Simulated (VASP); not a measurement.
SrTe:

```
Sr Te
1.0
     0.00000    3.35276    3.35276
     3.35276    0.00000    3.35276
     3.35276    3.35276    0.00000
Sr Te
1 1
Direct
  0.00000 0.00000 0.00000
  0.50000 0.50000 0.50000
```

Base run:

* Program: VASP 6.6.1
* Functional: r2SCAN
* Potentials or basis: VASP PAW PBE potentials, release 64 (Sr_sv, Te)
* Cutoff: 550 eV
* k mesh: 6 × 6 × 6
* Occupations: gaussian, width 0.01 eV
* Spin: no spin polarisation

Its results: band gap on the k mesh 2.14 eV, indirect (least direct gap 2.89 eV); pressure 0.1 GPa.

Q: The run is repeated on the same cell with these changes: functional from r2SCAN to PBE; cutoff from 550 eV to 500 eV; k mesh from 6 × 6 × 6 to 4 × 4 × 4. What comes out?

A: Band gap on the k mesh 1.74 eV, indirect (least direct gap 2.47 eV); pressure 0.4 GPa.

Several settings changed at once, so the effect can't be laid on one alone.

Caveats: spin-orbit coupling is left out, which moves the levels of the heavy elements; the PAW data sets were made with another functional, which shifts forces and pressure a little (some runs).

A k mesh can miss the band edges.
